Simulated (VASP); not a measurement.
Crystal: MoSe2.

```
CELL_PARAMETERS angstrom
3.37073 0.00000 0.00000
-1.68536 2.91914 0.00000
0.00000 0.00000 15.05183
ATOMIC_POSITIONS crystal
Mo 0.66667 0.33333 0.75000
Mo 0.33333 0.66667 0.25000
Se 0.33333 0.66667 0.86253
Se 0.66667 0.33333 0.36253
Se 0.33333 0.66667 0.63747
Se 0.66667 0.33333 0.13747
```

This cell differs from its parent crystal: equal strain along all axes, cell held: +1.5 %.

- Program: VASP 6.6.1
- Task: relaxation of the atoms
- Functional: PBE
- Potentials or basis: VASP PAW PBE potentials, release 64 (Mo_sv, Se)
- Cutoff: 450 eV
- k mesh: 9 × 9 × 2
- Occupations: gaussian, width 0.02 eV
- Spin: no spin polarisation

At the start: pressure -4.1 GPa; volume 24.68 Å³/atom.

**Question.** Where does the relaxation end?

**Answer.** Over 3 steps the energy falls by 8.1 meV/atom at a fixed cell; space group P6_3/mmc (No. 194, to 0.1 Å) before and after.

The path:
| step | energy change (eV) | largest force (eV/Å) | pressure (GPa) |
| --- | --- | --- | --- |
| 1 | 0.0000 | 0.5989 | -4.10 |
| 2 | -0.0449 | 0.1710 | -2.37 |
| 3 | -0.0487 | 0.0013 | -1.70 |

Final structure:
```cif
data_structure
_symmetry_space_group_name_H-M 'P 1'
_symmetry_Int_Tables_number 1
_cell_length_a 3.3707
_cell_length_b 3.3707
_cell_length_c 15.0518
_cell_angle_alpha 90.000
_cell_angle_beta 90.000
_cell_angle_gamma 120.000
_cell_volume 148.10
loop_
_atom_site_label
_atom_site_type_symbol
_atom_site_fract_x
_atom_site_fract_y
_atom_site_fract_z
_atom_site_occupancy
Mo1 Mo 0.66667 0.33333 0.75000 1
Mo2 Mo 0.33333 0.66667 0.25000 1
Se1 Se 0.33333 0.66667 0.85989 1
Se2 Se 0.66667 0.33333 0.35989 1
Se3 Se 0.33333 0.66667 0.64011 1
Se4 Se 0.66667 0.33333 0.14011 1
```

Caveat: the cell differs from its parent crystal (equal strain along all axes, cell held: +1.5 %); this functional lacks dispersion, which binds layers or chains, so the pressure and a relaxed spacing across them are unreliable.
